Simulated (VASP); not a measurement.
# MgO (P-6m2) in VASP: further runs

MgO is run at these levels: r2SCAN; tasks: single point.

Program: VASP 6.6.1. These are calculated values, not measurements. Logs are shortened: lines on timing, memory, paths and dates and some standing lists are left out, and cuts for length are marked.

**1. The cell of the first run**

Symmetry: P-6m2, No. 187, hexagonal system. Conventional cell: a = 2.857 Å, b = 2.857 Å, c = 2.606 Å, α = 90.00°, β = 90.00°, γ = 120.00°. Within 2.9 Å of Mg (site symmetry -6m2) lie 6 O at 2.10 Å and 8 Mg at 2.61 to 2.86 Å. Within 2.9 Å of O (site symmetry -6m2) lie 6 Mg at 2.10 Å and 8 O at 2.61 to 2.86 Å.

**2. Single point, r2SCAN**

The input, POSCAR:

```
MgO
1.0
    2.8574863958      0.0000000000      0.0000000000
   -1.4287427116      2.4746559820      0.0000000000
    0.0000000000      0.0000000000      2.6062268258
Mg O
1 1
Direct
    0.0000000000      0.0000000000      0.0000000000
    0.3333333333      0.6666666667      0.5000000000
```

The input, INCAR.step1:

```
PREC     = Accurate       # precision mode
ENCUT    = 920            # plane-wave cutoff, eV
ISMEAR   = 0              # smearing method
SIGMA    = 0.01           # smearing width, eV
LREAL    = F              # projectors in reciprocal space
LASPH    = T              # aspherical terms in the spheres
NELM     = 120            # most SCF steps
NBANDS   = 15             # bands
GGA      = PE             # functional
ALGO     = Normal         # electronic algorithm
EDIFF    = 1E-5           # SCF threshold, eV
LWAVE    = T              # write WAVECAR
LCHARG   = F              # write CHGCAR
GGA_COMPAT= F
```

The input, INCAR.step2:

```
PREC     = Accurate       # precision mode
ENCUT    = 920            # plane-wave cutoff, eV
EDIFF    = 1E-6           # SCF threshold, eV
ISMEAR   = 0              # smearing method
SIGMA    = 0.01           # smearing width, eV
LREAL    = F              # projectors in reciprocal space
LASPH    = T              # aspherical terms in the spheres
NELM     = 120            # most SCF steps
ALGO     = Normal         # electronic algorithm
ISIF     = 2              # what is computed and relaxed
LWAVE    = F              # write WAVECAR
LCHARG   = F              # write CHGCAR
METAGGA  = R2SCAN         # meta-GGA
LMIXTAU  = T            
NBANDS   = 15             # bands
ISTART   = 1            
GGA_COMPAT= F
```

The input, KPOINTS:

```
regular mesh
0
Gamma
  12 12 8
```

Potentials or basis: VASP PAW PBE potentials, release 64 (Mg_sv, O).

The run is started by

```
$ cat potpaw_PBE.64/Mg_sv/POTCAR potpaw_PBE.64/O/POTCAR > POTCAR
$ cp INCAR.step1 INCAR
$ mpirun -np 1 vasp_std > vasp.out
$ cp INCAR.step2 INCAR
$ mpirun -np 1 vasp_std > vasp.out
```

OUTCAR:

```text
PREC = Accurate
   ENCUT = 920
   EDIFF = 1E-6
   ISMEAR = 0
   LREAL = F
   LASPH = T
   NELM = 120
   ISIF = 2
   METAGGA = R2SCAN
   ISTART = 1

 ion  position               nearest neighbor table
   1  0.000  0.000  0.000-   2 2.10   2 2.10   2 2.10   2 2.10   2 2.10   2 2.10
   2  0.333  0.667  0.500-   1 2.10   1 2.10   1 2.10   1 2.10   1 2.10   1 2.10

  LATTYP: Found a hexagonal cell.
 ALAT       =     2.8574863958
 C/A-ratio  =     0.9120697231

  Lattice vectors:

 A1 = (   2.8574863958,   0.0000000000,   0.0000000000)
 A2 = (  -1.4287427116,   2.4746559820,   0.0000000000)
 A3 = (   0.0000000000,   0.0000000000,   2.6062268258)

Analysis of symmetry for initial positions (statically):
=====================================================================
 Subroutine PRICEL returns:
 Original cell was already a primitive cell.

 Routine SETGRP: Setting up the symmetry group for a
 hexagonal supercell.

 Subroutine GETGRP returns: Found 12 space group operations
 (whereof 12 operations were pure point group operations)
 out of a pool of 24 trial point group operations.

The static configuration has the point symmetry D_3h.

Analysis of symmetry for dynamics (positions and initial velocities):
=====================================================================
 Subroutine PRICEL returns:
 Original cell was already a primitive cell.

 Routine SETGRP: Setting up the symmetry group for a
 hexagonal supercell.

 Subroutine GETGRP returns: Found 12 space group operations
 (whereof 12 operations were pure point group operations)
 out of a pool of 24 trial point group operations.

The dynamic configuration has the point symmetry D_3h.

 Subroutine INISYM returns: Found 12 space group operations
 (whereof 12 operations are pure point group operations),
 and found     1 'primitive' translations

----------------------------------------------------------------------------------------

                                     Primitive cell

  volume of cell :      18.4294

  direct lattice vectors                    reciprocal lattice vectors
     2.857486396  0.000000000  0.000000000     0.349957922  0.202048217  0.000000000
    -1.428742712  2.474655982  0.000000000     0.000000000  0.404096572  0.000000000
     0.000000000  0.000000000  2.606226826     0.000000000  0.000000000  0.383696457

  length of vectors
     2.857486396  2.857486302  2.606226826     0.404096559  0.404096572  0.383696457

  position of ions in fractional coordinates (direct lattice)
     0.000000000  0.000000000  0.000000000
     0.333333333  0.666666667  0.500000000

  ion indices of the primitive-cell ions
   primitive index   ion index
                 1           1
                 2           2

----------------------------------------------------------------------------------------

 KPOINTS: regular mesh

Automatic generation of k-mesh.
 Grid dimensions read from file:
 generate k-points for:   12   12    8

 Generating k-lattice:

  Cartesian coordinates                     Fractional coordinates (reciprocal lattice)
     0.029163160  0.016837351  0.000000000     0.083333333  0.000000000  0.000000000
     0.000000000  0.033674714  0.000000000     0.000000000  0.083333333  0.000000000
     0.000000000  0.000000000  0.047962057     0.000000000  0.000000000  0.125000000

  Length of vectors
     0.033674713  0.033674714  0.047962057

  Shift w.r.t. Gamma in fractional coordinates (k-lattice)
     0.000000000  0.000000000  0.000000000

 Subroutine IBZKPT returns following result:
 ===========================================

 Found     95 irreducible k-points:

 Following reciprocal coordinates:
            Coordinates               Weight
  0.000000  0.000000  0.000000      1.000000
  0.083333  0.000000  0.000000      6.000000
  0.166667  0.000000  0.000000      6.000000
  0.250000  0.000000  0.000000      6.000000
  0.333333  0.000000  0.000000      6.000000
  0.416667  0.000000  0.000000      6.000000
[... 16 lines left out ...]
  0.250000  0.000000  0.125000     12.000000
  0.333333  0.000000  0.125000     12.000000
 [... further k-points ...]
   k-points           NKPTS =     95   k-points in BZ     NKDIM =     95   number of bands    NBANDS=     15
   number of dos      NEDOS =    301   number of ions     NIONS =      2
   total plane-waves  NPLWV =  21952
   dimension x,y,z NGX =    28 NGY =   28 NGZ =   28
   dimension x,y,z NGXF=    56 NGYF=   56 NGZF=   56
   ions per type =               1   1
   NGX,Y,Z   is equivalent  to a cutoff of  16.29, 16.29, 17.86 a.u.
   NGXF,Y,Z  is equivalent  to a cutoff of  32.58, 32.58, 35.72 a.u.
 SYSTEM =  unknown system
   PREC   = accura    normal or accurate (medium, high low for compatibility)
   ISTART =      1    job   : 0-new  1-cont  2-samecut
   ICHARG =      0    charge: 1-file 2-atom 10-const
   ISPIN  =      1    spin polarized calculation?
   LNONCOLLINEAR =      F non collinear calculations
   LSORBIT =      F    spin-orbit coupling
   LASPH  =      T    aspherical Exc in radial PAW
   ENCUT  =  920.0 eV  67.62 Ry    8.22 a.u.   7.07  7.07  6.45*2*pi/ulx,y,z
   NELM   =    120;   NELMIN=  2; NELMDL=  0     # of ELM steps
   EDIFF  = 0.1E-05   stopping-criterion for ELM
   LREAL  =      F    real-space projection
   EDIFFG = 0.1E-04   stopping-criterion for IOM
   NSW    =      0    number of steps for IOM
   IBRION =     -1    ionic relax: 0-MD 1-quasi-New 2-CG
   NFREE  =      0    steps in history (QN), initial steepest desc. (CG)
   ISIF   =      2    stress and relaxation
   ISYM   =      2    0-nonsym 1-usesym 2-fastsym
   POTIM  = 0.5000    time-step for ionic-motion
   TEBEG  =    0.0;   TEEND  =   0.0 temperature during run
   PSTRESS=    0.0 pullay stress
   NELECT =      16.0000    total number of electrons
   NUPDOWN=      -1.0000    fix difference up-down
   EMIN   =  10.00;   EMAX   =-10.00  energy-range for DOS
   EFERMI =   0.00;   METHOD = LEGACY
   ISMEAR =     0;   SIGMA  =   0.01  broadening in eV -4-tet -1-fermi 0-gaus
   EFERMI_NEDOS =   21; number of points for ismear=-14 and -15
   IALGO  =     38    algorithm
   IMIX   =      4    mixing-type and parameters
     AMIX     =   0.40;   BMIX     =  1.00
     AMIX_MAG =   1.60;   BMIX_MAG =  1.00
  volume/ion in A,a.u.               =       9.21        62.18
  Fermi-wavevector in a.u.,A,eV,Ry     =   1.561748  2.951277 33.185402  2.439058
  Thomas-Fermi vector in A             =   2.664768
   LORBIT       =      0    0 simple, 1 ext, 2 COOP (PROOUT), +10 PAW based schemes
   METAGGA = R2SCAN    functional components
   LHFCALC =     F    Hartree Fock is set to
   AEXX    =    0.0000 exact exchange contribution
   IVDW    =     0    specifies the selected vdW correction
   LEPSILON=     F    determine dielectric tensor
   LRPA    =     F    only Hartree local field effects (RPA)
 non-spin polarized calculation
 Gauss-broadening in eV      SIGMA  =   0.01
  energy-cutoff  :      920.00
  volume of cell :       18.43
 maximum number of plane-waves:      1184
   NGX = 15   NGY = 15   NGZ = 13

 number of electron      15.9999993 magnetization

 Free energy of the ion-electron system (eV)
  ---------------------------------------------------
  ext. energy  EPLUGINS =         0.00000000
  ---------------------------------------------------
  free energy    TOTEN  =       -15.38856192 eV

  energy without entropy =      -15.38856192  energy(sigma->0) =      -15.38856192

 E-fermi :   3.4232     XC(G=0): -12.0878

 val. band max:        3.3100285038   @ k =   0.3333   0.3333   0.0000
 cond. band min:       7.7844067296   @ k =   0.0000   0.0000   0.0000
 fundamental gap:      4.4743782258
 Fermi energy:         3.4232262753

 k-point     1 :       0.0000    0.0000    0.0000
  band No.  band energies     occupation
      1     -72.5428      2.00000
      2     -37.6369      2.00000
      3     -37.6369      2.00000
      4     -37.5691      2.00000
      5     -15.5259      2.00000
      6       2.6233      2.00000
      7       2.6233      2.00000
      8       2.8879      2.00000
      9       7.7844      0.00000
     10      16.5184      0.00000
     11      20.6800      0.00000
     12      20.6800      0.00000
     13      25.4702      0.00000
     14      27.0216      0.00000
     15      28.7285      0.00000

 k-point     2 :       0.0833    0.0000    0.0000
  band No.  band energies     occupation
      1     -72.5422      2.00000
      2     -37.6434      2.00000
      3     -37.6384      2.00000
      4     -37.5684      2.00000
      5     -15.4549      2.00000
      6       2.1542      2.00000
      7       2.5660      2.00000
      8       2.9112      2.00000
      9       8.2172      0.00000
     10      16.5848      0.00000
     11      19.8825      0.00000
     12      20.9068      0.00000
     13      26.5508      0.00000
     14      26.8452      0.00000
     15      28.6951      0.00000

 k-point     3 :       0.1667    0.0000    0.0000
  band No.  band energies     occupation
      1     -72.5404      2.00000
      2     -37.6611      2.00000
      3     -37.6423      2.00000
      4     -37.5663      2.00000
      5     -15.2551      2.00000
      6       1.1093      2.00000
      7       2.4140      2.00000
      8       2.9760      2.00000
      9       9.1534      0.00000
     10      16.5153      0.00000
     11      18.9195      0.00000
     12      21.5218      0.00000
     13      26.3463      0.00000
     14      27.1233      0.00000
     15      29.1681      0.00000
[... 343 lines left out ...]
 k-point    23 :       0.2500    0.0000    0.1250
  band No.  band energies     occupation
      1     -72.5360      2.00000
      2     -37.6821      2.00000
      3     -37.6453      2.00000
      4     -37.5849      2.00000
      5     -14.8287      2.00000
      6       0.0830      2.00000
      7       2.2109      2.00000
      8       2.2892      2.00000
      9      10.5953      0.00000
     10      16.1271      0.00000
     11      19.2662      0.00000
     12      22.3440      0.00000
     13      23.1796      0.00000
     14      28.1267      0.00000
     15      29.3140      0.00000

 k-point    24 :       0.3333    0.0000    0.1250
  band No.  band energies     occupation
      1     -72.5336      2.00000
      2     -37.7055      2.00000
      3     -37.6506      2.00000
      4     -37.5815      2.00000
      5     -14.5319      2.00000
      6      -0.8801      2.00000
      7       2.0983      2.00000
      8       2.3664      2.00000
      9      11.1324      0.00000
     10      15.7135      0.00000
     11      19.3314      0.00000
     12      22.5012      0.00000
     13      22.8947      0.00000
     14      28.8617      0.00000
     15      29.8023      0.00000

 [... further k-points ...]

------------------------ aborting loop because EDIFF is reached ----------------------------------------

  FORCE on cell =-STRESS in cart. coord.  units (eV):
  Direction    XX          YY          ZZ          XY          YZ          ZX
  --------------------------------------------------------------------------------------
  -------------------------------------------------------------------------------------
  Total        0.8795195      0.8795196      1.1893660      0.0000002      0.0000000      0.0000000
  in kB       76.4618526     76.4618633    103.3986586      0.0000150      0.0000000      0.0000000
  external PRESSURE =      85.4407915 kB  Pullay stress =       0.0000000 kB

 VOLUME and BASIS-vectors are now :
 -----------------------------------------------------------------------------
  energy-cutoff  :      920.00
  volume of cell :       18.43
      direct lattice vectors                 reciprocal lattice vectors
     2.857486396  0.000000000  0.000000000     0.349957922  0.202048217  0.000000000
    -1.428742712  2.474655982  0.000000000     0.000000000  0.404096572  0.000000000
     0.000000000  0.000000000  2.606226826     0.000000000  0.000000000  0.383696457

 POSITION                                       TOTAL-FORCE (eV/Angst)
 -----------------------------------------------------------------------------------
      0.00000      0.00000      0.00000         0.000000      0.000000      0.000000
      0.00000      1.64977      1.30311        -0.000000      0.000000      0.000000
 -----------------------------------------------------------------------------------
    total drift:                                0.000007     -0.000003     -0.000000

  FREE ENERGIE OF THE ION-ELECTRON SYSTEM (eV)
  ---------------------------------------------------
  free  energy   TOTEN  =       -15.3885619200 eV

  energy  without entropy=      -15.3885619200  energy(sigma->0) =      -15.38856192
```

Run time: 83 s. Hardware: 1 thread of Intel Xeon 6975P-C (Granite Rapids), shared host; peak memory 0.2 GiB.

What came out:

- Free energy: -15.3886 eV
- Pressure: 8.5 GPa
- Band gap on the k mesh: 4.47 eV (least direct gap 4.90 eV)

Stress tensor (GPa, compression positive):
```
 7.65  0.00  0.00
 0.00  7.65  0.00
 0.00  0.00 10.34
```

Caveat: the cell stands under pressure; the PAW data sets were made with another functional, which shifts forces and pressure a little. A k mesh can miss the band edges.

**3. Single point, r2SCAN**

This run uses another cell than the first one, of 9.75 Å³/atom.

The input, POSCAR:

```
MgO
1.0
    2.9116696164      0.0000000000      0.0000000000
   -1.4558343127      2.5215800308      0.0000000000
    0.0000000000      0.0000000000      2.6556457008
Mg O
1 1
Direct
    0.0000000000      0.0000000000      0.0000000000
    0.3333333333      0.6666666667      0.5000000000
```

The input, INCAR.step1:

```
SYSTEM = MgO
PREC = Accurate
ENCUT = 920
ISMEAR = 0
SIGMA = 0.01
LREAL = .FALSE.
LASPH = .TRUE.
NELM = 120
NBANDS = 15
GGA = PE
ALGO = Normal
EDIFF = 1E-5
LWAVE = .TRUE.
LCHARG = .FALSE.
GGA_COMPAT = .FALSE.
```

The input, INCAR.step2:

```
SYSTEM = MgO
PREC = Accurate
ENCUT = 920
EDIFF = 1E-6
ISMEAR = 0
SIGMA = 0.01
LREAL = .FALSE.
LASPH = .TRUE.
NELM = 120
ALGO = Normal
ISIF = 2
LWAVE = .FALSE.
LCHARG = .FALSE.
METAGGA = R2SCAN
LMIXTAU = .TRUE.
NBANDS = 15
ISTART = 1
GGA_COMPAT = .FALSE.
```

The input, KPOINTS:

```
regular mesh
0
G
  12 12 8
  0 0 0
```

Potentials or basis: VASP PAW PBE potentials, release 64 (Mg_sv, O).

The run is started by

```
$ cat potpaw_PBE.64/Mg_sv/POTCAR potpaw_PBE.64/O/POTCAR > POTCAR
$ cp INCAR.step1 INCAR
$ mpirun -np 1 vasp_std > vasp.out
$ cp INCAR.step2 INCAR
$ mpirun -np 1 vasp_std > vasp.out
```

Run time: 95 s. Hardware: 1 thread of Intel Xeon 6975P-C (Granite Rapids), shared host; peak memory 0.2 GiB.

It converged, with:

```
Free energy            : -15.4141 eV
Pressure               : -1.0 GPa
Band gap on the k mesh : 4.01 eV (least direct gap 4.42 eV)
```

Stress tensor (GPa, compression positive):
```
-1.13  0.00  0.00
 0.00 -1.13  0.00
 0.00  0.00 -0.74
```

Levels at points of the mesh, in eV from the valence-band top:
| k point | band 4 | band 5 | band 6 | band 7 | band 8 | band 9 | band 10 | band 11 | band 12 | band 13 |
| --- | --- | --- | --- | --- | --- | --- | --- | --- | --- | --- |
| (0.00, 0.00, 0.00) | -41.05 | -18.52 | -0.64 | -0.64 | -0.41 | 4.01 | 13.01 | 16.88 | 16.88 | 21.47 |
| (0.50, 0.00, 0.00) | -41.05 | -17.45 | -5.00 | -1.38 | -0.05 | 7.58 | 11.99 | 14.37 | 19.56 | 20.30 |
| (0.00, 0.00, 0.50) | -41.11 | -17.39 | -5.47 | -0.11 | -0.11 | 9.46 | 10.18 | 18.83 | 18.83 | 19.85 |
| (0.50, 0.00, 0.50) | -41.12 | -16.68 | -3.86 | -3.49 | -0.89 | 6.74 | 12.61 | 15.67 | 16.44 | 16.58 |

Caveat: the PAW data sets were made with another functional, which shifts forces and pressure a little. A k mesh can miss the band edges.
